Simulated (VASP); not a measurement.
# MnH4 (P4/mmm) in VASP: single point with PBE

Aim: the single point of MnH4 with PBE.

Program: VASP 6.6.1. These are calculated values, not measurements. Logs are shortened: lines on timing, memory, paths and dates and some standing lists are left out, and cuts for length are marked.

## Step 1: The cell of the first run

Symmetry: P4/mmm, No. 123, tetragonal system. The conventional cell has a = 2.936 Å, b = 2.936 Å, c = 3.837 Å, α = 90.00°, β = 90.00°, γ = 90.00°. Mn (site symmetry 4/mmm) has 16 H at 2.08 to 2.79 Å within 2.8 Å. Within 1.2 Å of H (site symmetry 2mm) lie 1 H at 0.90 Å.

The cell was generated, and may not be a known phase.

## Step 2: Single point, PBE, collinear spin, ferromagnetic start

File INCAR:

```
SYSTEM = MnH4
PREC = Accurate ; ENCUT = 680
EDIFF = 1E-6 ; ISMEAR = 0
SIGMA = 0.1 ; LREAL = .False.
LASPH = .True. ; NELM = 200
ALGO = Normal ; ISIF = 2
LWAVE = .False. ; LCHARG = .False.
ISPIN = 2 ; MAGMOM = 4 0 0 0 0
LORBIT = 11 ; LMAXMIX = 4
GGA = PE ; NBANDS = 22
GGA_COMPAT = .False.
```

File KPOINTS:

```
regular mesh
0
Gamma
  6 6 4
  0 0 0
```

File POSCAR:

```
MnH4
1.0
    2.9356070033      0.0000000000      0.0000000000
    0.0000000000      2.9356070033      0.0000000000
    0.0000000000      0.0000000000      3.8374600480
Mn H
1 4
Direct
    0.5000000000      0.5000000000      0.5000000000
    0.0000000000      0.5000000000      0.1172762230
    0.5000000000      0.0000000000      0.1172762230
    0.0000000000      0.5000000000      0.8827237770
    0.5000000000      0.0000000000      0.8827237770
```

Potentials or basis: VASP PAW PBE potentials, release 64 (Mn_sv, H).

Run with:

```console
> cat potpaw_PBE.64/Mn_sv/POTCAR potpaw_PBE.64/H/POTCAR > POTCAR
> mpirun -np 1 vasp_std > vasp.out
```

OUTCAR:

```text
SYSTEM = MnH4
   PREC = Accurate
   ENCUT = 680
   EDIFF = 1E-6
   ISMEAR = 0
   LREAL = .False.
   LASPH = .True.
   NELM = 200
   ISIF = 2
   ISPIN = 2
   LORBIT = 11
   GGA = PE

 ion  position               nearest neighbor table
   1  0.500  0.500  0.500-
   2  0.000  0.500  0.117-
   3  0.500  0.000  0.117-
   4  0.000  0.500  0.883-
   5  0.500  0.000  0.883-

  LATTYP: Found a simple tetragonal cell.
 ALAT       =     2.9356070033
 C/A-ratio  =     1.3072117772

  Lattice vectors:

 A1 = (   2.9356070033,   0.0000000000,   0.0000000000)
 A2 = (   0.0000000000,   2.9356070033,   0.0000000000)
 A3 = (   0.0000000000,   0.0000000000,   3.8374600480)

Analysis of symmetry for initial positions (statically):
=====================================================================
 Subroutine PRICEL returns:
 Original cell was already a primitive cell.

 Routine SETGRP: Setting up the symmetry group for a
 simple tetragonal supercell.

 Subroutine GETGRP returns: Found 16 space group operations
 (whereof 16 operations were pure point group operations)
 out of a pool of 16 trial point group operations.

The static configuration has the point symmetry D_4h.

Analysis of symmetry for dynamics (positions and initial velocities):
=====================================================================
 Subroutine PRICEL returns:
 Original cell was already a primitive cell.

 Routine SETGRP: Setting up the symmetry group for a
 simple tetragonal supercell.

 Subroutine GETGRP returns: Found 16 space group operations
 (whereof 16 operations were pure point group operations)
 out of a pool of 16 trial point group operations.

The dynamic configuration has the point symmetry D_4h.

Analysis of structural, dynamic, and magnetic symmetry:
=====================================================================
 Subroutine PRICEL returns:
 Original cell was already a primitive cell.

 Routine SETGRP: Setting up the symmetry group for a
 simple tetragonal supercell.

 Subroutine GETGRP returns: Found 16 space group operations
 (whereof 16 operations were pure point group operations)
 out of a pool of 16 trial point group operations.

The overall configuration has the point symmetry D_4h.

 Subroutine INISYM returns: Found 16 space group operations
 (whereof 16 operations are pure point group operations),
 and found     1 'primitive' translations

----------------------------------------------------------------------------------------
[... 130 lines left out ...]
 spin polarized calculation
 Gauss-broadening in eV      SIGMA  =   0.10
  energy-cutoff  :      680.00
  volume of cell :       33.07
 maximum number of plane-waves:      1348
 NGX is ok and might be reduce to    28
   NGX = 13   NGY = 13   NGZ = 17

 number of electron      18.9999997 magnetization       3.9941615

 Free energy of the ion-electron system (eV)
  ---------------------------------------------------
  ext. energy  EPLUGINS =         0.00000000
  ---------------------------------------------------
  free energy    TOTEN  =       -20.15925439 eV

  energy without entropy =      -20.15253917  energy(sigma->0) =      -20.15589678

 E-fermi :   4.5438     XC(G=0): -10.3153

 val. band max:        4.5323245337   @ k =   0.3333   0.0000   0.0000
 cond. band min:       4.5841403930   @ k =   0.5000   0.3333   0.2500
 fundamental gap:      0.0518158593
 Fermi energy:         4.5437888330

 spin component 1

 k-point     1 :       0.0000    0.0000    0.0000
  band No.  band energies     occupation
      1     -76.3763      1.00000
      2     -45.2475      1.00000
      3     -45.0378      1.00000
      4     -45.0378      1.00000
      5      -7.0685      1.00000
      6      -0.0240      1.00000
[... 565 lines left out ...]
     20      21.5632      0.00000
     21      22.7900      0.00000

 [... further k-points ...]

 spin component 2

 k-point     1 :       0.0000    0.0000    0.0000
  band No.  band energies     occupation
      1     -72.2665      1.00000
      2     -41.1575      1.00000
      3     -41.0319      1.00000
      4     -41.0319      1.00000
      5      -6.7994      1.00000
      6       0.9707      1.00000
[... 565 lines left out ...]
     20      23.0324      0.00000
     21      23.1670      0.00000

 [... further k-points ...]

 [bands above 21 left out]

------------------------ aborting loop because EDIFF is reached ----------------------------------------

  FORCE on cell =-STRESS in cart. coord.  units (eV):
  Direction    XX          YY          ZZ          XY          YZ          ZX
  --------------------------------------------------------------------------------------
  -------------------------------------------------------------------------------------
  Total       -0.0088230     -0.0088230     -0.0186971      0.0000000      0.0000000      0.0000000
  in kB       -0.4274506     -0.4274506     -0.9058250      0.0000000      0.0000000      0.0000000
  external PRESSURE =      -0.5869087 kB  Pullay stress =       0.0000000 kB

 VOLUME and BASIS-vectors are now :
 -----------------------------------------------------------------------------
  energy-cutoff  :      680.00
  volume of cell :       33.07
      direct lattice vectors                 reciprocal lattice vectors
     2.935607003  0.000000000  0.000000000     0.340645052  0.000000000  0.000000000
     0.000000000  2.935607003  0.000000000     0.000000000  0.340645052  0.000000000
     0.000000000  0.000000000  3.837460048     0.000000000  0.000000000  0.260589032

 POSITION                                       TOTAL-FORCE (eV/Angst)
 -----------------------------------------------------------------------------------
      1.46780      1.46780      1.91873         0.000000     -0.000000      0.000000
      0.00000      1.46780      0.45004        -0.000000     -0.000000     -0.016730
      1.46780      0.00000      0.45004         0.000000      0.000000     -0.016730
      0.00000      1.46780      3.38742         0.000000     -0.000000      0.016730
      1.46780      0.00000      3.38742         0.000000     -0.000000      0.016730
 -----------------------------------------------------------------------------------
    total drift:                                0.000000      0.000000      0.000000

  FREE ENERGIE OF THE ION-ELECTRON SYSTEM (eV)
  ---------------------------------------------------
  free  energy   TOTEN  =       -20.1592543867 eV

  energy  without entropy=      -20.1525391693  energy(sigma->0) =      -20.15589678

 total charge

# of ion       s       p       d       tot
------------------------------------------
    1        2.158   6.005   4.697  12.860
    2        0.545   0.026   0.000   0.570
    3        0.545   0.026   0.000   0.570
    4        0.545   0.026   0.000   0.570
    5        0.545   0.026   0.000   0.570
--------------------------------------------------
tot          4.336   6.108   4.697  15.141

 magnetization (x)

# of ion       s       p       d       tot
------------------------------------------
    1        0.016   0.007   3.604   3.627
    2        0.009   0.003   0.000   0.012
    3        0.009   0.003   0.000   0.012
    4        0.009   0.003   0.000   0.012
    5        0.009   0.003   0.000   0.012
--------------------------------------------------
tot          0.054   0.017   3.604   3.675
```

Run time: 43 s. Hardware: 1 thread of Intel Xeon Platinum 8559C (Emerald Rapids), shared host; peak memory 0.21 GiB.

Results:

* Free energy: -20.1593 eV
* Pressure: -0.1 GPa
* Largest force: 0.017 eV/Å
* Net moment: 3.99 μB per cell
* Site moments: Mn +3.63; H +0.01 μB
* Valence electrons inside the program's atomic spheres: Mn 12.86; H 0.57

Forces on the atoms (eV/Å):
```
Mn   0.000  0.000  0.000
H    0.000  0.000 -0.017
H    0.000  0.000 -0.017
H    0.000  0.000  0.017
H    0.000  0.000  0.017
```

Caveat: the k points lie up to 0.41 Å⁻¹ apart.
